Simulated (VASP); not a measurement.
# CdSe: single point with PBE

CdSe:

```xyz
2
Lattice="0.0000 3.1984 3.1984 3.1984 0.0000 3.1984 3.1984 3.1984 0.0000" Properties=species:S:1:pos:R:3 pbc="T T T"
Cd    0.0000    0.0000    0.0000
Se    4.7976    4.7976    4.7976
```

This cell differs from its parent crystal: volume scaled by 1.10.

```yaml
Program: VASP 6.6.1
Task: single point
Functional: PBE
Potentials_or_basis: VASP PAW PBE potentials, release 64 (Cd, Se)
Cutoff: 520 eV
k_mesh: 10 × 10 × 10
Occupations: gaussian, width 0.02 eV
Spin: no spin polarisation
Dipole_correction: no
Further_INCAR_settings: ALGO = Normal; EDIFF = 1e-06; NBANDS = 16
```

| Item | Value |
| --- | --- |
| Pressure | -3.3 GPa |
| Band gap on the k mesh | 0.30 eV, direct |

Levels at points of the mesh, in eV from the valence-band top:
```csv
k point,band 5,band 6,band 7,band 8,band 9,band 10,band 11,band 12,band 13,band 14
"(0.00, 0.00, 0.00)",-7.31,-7.31,0.00,0.00,0.00,0.30,5.89,5.89,5.89,9.17
"(0.50, 0.00, 0.00)",-7.29,-7.11,-3.59,-0.56,-0.56,2.18,6.36,6.36,6.93,9.64
"(0.50, 0.50, 0.00)",-7.27,-7.07,-3.45,-1.39,-1.39,3.38,3.53,8.47,9.33,9.33
```

It took 23 s on 1 thread of Intel Xeon 6975P-C (shared host), peak memory 0.23 GiB.
